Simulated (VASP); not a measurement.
Runs of VASP 6.6.1 on TaN. The structure is that of space group Fm-3m (No. 225), or close to it. The cells are those of the table. 

```csv
task,potentials or basis,cell,cutoff (eV),second run,gap on the mesh (eV),pressure (GPa)
single point,"VASP PAW PBE potentials, release 64 (Ta_pv, N)","a = 3.066, b = 3.066, c = 3.082 Å, angles 59.8, 59.8, 60.3°, 2 atoms",600,-,none,19.5
single point,"VASP PAW PBE potentials, release 64 (Ta_pv, N)","a = 3.019 Å, angles 60.0°, 2 atoms",520,-,none,(c)
electric field gradients,"VASP PAW PBE potentials, release 64 (Ta_pv, N)","a = 3.128, b = 3.128, c = 3.082 Å, angles 60.5, 60.5, 59.0°, 2 atoms",520,-,none,(b)
electric field gradients,"VASP PAW PBE potentials, release 64 (Ta_pv, N)","a = 3.092 Å, angles 60.0°, 2 atoms",520,-,none,(a)
electric field gradients,"VASP PAW PBE potentials, release 64 (Ta_pv, N)","a = 3.102 Å, angles 60.0°, 2 atoms",520,-,none,7.9
electric field gradients,"VASP PAW PBE potentials, release 64 (Ta_pv, N)","a = 3.105 Å, angles 59.0°, 2 atoms",520,-,none,15.6
electric field gradients,"VASP PAW PBE potentials, release 64 (Ta_sv_GW, N)","a = 3.105 Å, angles 59.0°, 2 atoms",520,valence_matched,none,14.4
electric field gradients,"VASP PAW PBE potentials, release 64 (Ta_pv, N)","a = 3.019 Å, angles 60.0°, 2 atoms",520,-,none,43.2
```

Alike in all rows: level PBE; no spin polarisation; k mesh 9 × 9 × 9; smearing fermi-dirac 0.02 eV.

Q: Estimate the missing entries.

A: (a) 11.6; (b) 5.1; (c) 43.5.

Caveats: spin-orbit coupling is left out, which moves the levels of the heavy elements.

A k mesh can miss the band edges, and the runs leave out spin-orbit coupling on Ta.

A gap of «none» marks levels without a gap at the run's occupations.

The runs don't all hold the same shells in valence.
